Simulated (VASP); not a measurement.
Write the native input for VASP 6.6.1 that does the following.

- Task: single point
- Functional: PBE
- Potentials or basis: VASP PAW PBE potentials, release 64 (Ta_pv, C, H)
- Cutoff: 520 eV
- k mesh: 2 × 2 × 2
- Occupations: fermi-dirac, width 0.1 eV
- Spin: no spin polarisation
- Dipole correction: no
- Further INCAR settings: LREAL = Auto; ALGO = Normal; EDIFF = 1e-06; NBANDS = 74

The structure of Ta8HC8 (a cell with a defect) lies in POSCAR:

```
Ta8HC8
1.0
    0.0000000000      4.4540000000      4.4540000000
    4.4540000000      0.0000000000      4.4540000000
    4.4540000000      4.4540000000      0.0000000000
Ta C H
8 8 1
Direct
   -0.0622025146      0.0296699596      0.0062752582
    0.0229793444      0.0069263583      0.4607880557
   -0.0015716210      0.5232599910     -0.0477323754
   -0.0337000449      0.5038616974      0.5312752582
    0.5324651998     -0.0255500674     -0.0086663673
    0.5225752133     -0.0124719353      0.5197238437
    0.4966659183      0.4697462955      0.0364054782
    0.5272788505      0.5039739560      0.5035249214
    0.2635383925      0.2332959138      0.2778625954
    0.2618769645      0.2192635833      0.7351594073
    0.2071059722      0.7818253256      0.2405590480
    0.2412325999      0.7274023350      0.7354176022
    0.7267624607      0.2753030983      0.2580377189
    0.7460035923      0.2672204760      0.7378536147
    0.7584643018      0.7198473282      0.2488774136
    0.7444881006      0.7794678940      0.7388078132
    0.2981477324      0.7363156713      0.8648518186
```

One way to write it, as run:

INCAR

```
SYSTEM = Ta8HC8
  PREC = Accurate
  ENCUT = 520
  EDIFF = 1E-6
  ISMEAR = -1
  SIGMA = 0.1
  LREAL = Auto
  LASPH = .TRUE.
  NELM = 60
  ALGO = Normal
  ISIF = 2
  LWAVE = .FALSE.
  LCHARG = .FALSE.
  GGA = PE
  NBANDS = 74
```

KPOINTS

```
Automatic mesh
0
G
  2 2 2
  0 0 0
```

Potentials or basis: VASP PAW PBE potentials, release 64 (Ta_pv, C, H).

Run with:

```bash
$ cat potpaw_PBE.64/Ta_pv/POTCAR potpaw_PBE.64/C/POTCAR potpaw_PBE.64/H/POTCAR > POTCAR
$ mpirun -np 1 vasp_std > vasp.out
```

Results of the run:

```json
{
 "Pressure": "27.6 GPa",
 "Largest force": "4.374 eV/Å",
 "Band gap on the k mesh": "zero (an odd number of electrons rules out a gap without spin polarisation)"
}
```

Caveat: the k points lie up to 0.61 Å⁻¹ apart, too coarse for converged energies and pressures of a metal; the atoms stand as in a frame of molecular dynamics; spin-orbit coupling is left out, which moves the levels of the heavy elements.

Run time: 2.6 min on 1 thread of Intel(R) Xeon(R) 6975P-C (Granite Rapids), with other jobs on the host, peak memory 0.36 GiB.
